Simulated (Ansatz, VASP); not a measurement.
# CdSi2: VASP beside Ansatz

```
Cd Si
1.0
     3.70880    0.00000    0.00000
    -1.85440    3.21191    0.00000
     0.00000    0.00000    5.14473
Cd Si
1 2
Direct
  0.00000 0.00000 0.00000
  0.33333 0.66667 0.40522
  0.66667 0.33333 0.59478
```

Alike in both runs: functional PBE; k mesh 6 × 6 × 4; occupations gaussian, width 0.1 eV; no spin polarisation.

Ansatz relaxed the structure, and its values are those at the end. VASP's run is a single point on that final structure, the one shown.

|  | VASP | Ansatz |
| --- | --- | --- |
| version | VASP 6.6.1 | Ansatz 0.2.0 |
| potentials or method | VASP PAW PBE potentials, release 64 (Cd, Si), cutoff 520 eV | scalar-relativistic, plane waves, PAW |
| valence electrons in the cell | 20 | 28 |

VASP gave:

| Property | Result |
| --- | --- |
| gap on the k mesh at the Fermi level (eV) | none |
| pressure (GPa) | 0.4 |
| rms of the force components (eV/Å) | 0.003 |

**Question.** Estimate Ansatz's values.

**Answer.** gap on the k mesh at the Fermi level (eV): none; pressure (GPa): 0.3; rms of the force components (eV/Å): 0.008.

A gap of «none» marks a metal or a gap that the smearing closes. VASP's potentials hold 20 valence electrons a cell and Ansatz's 28, so a difference there can come from the potentials and not from the codes.
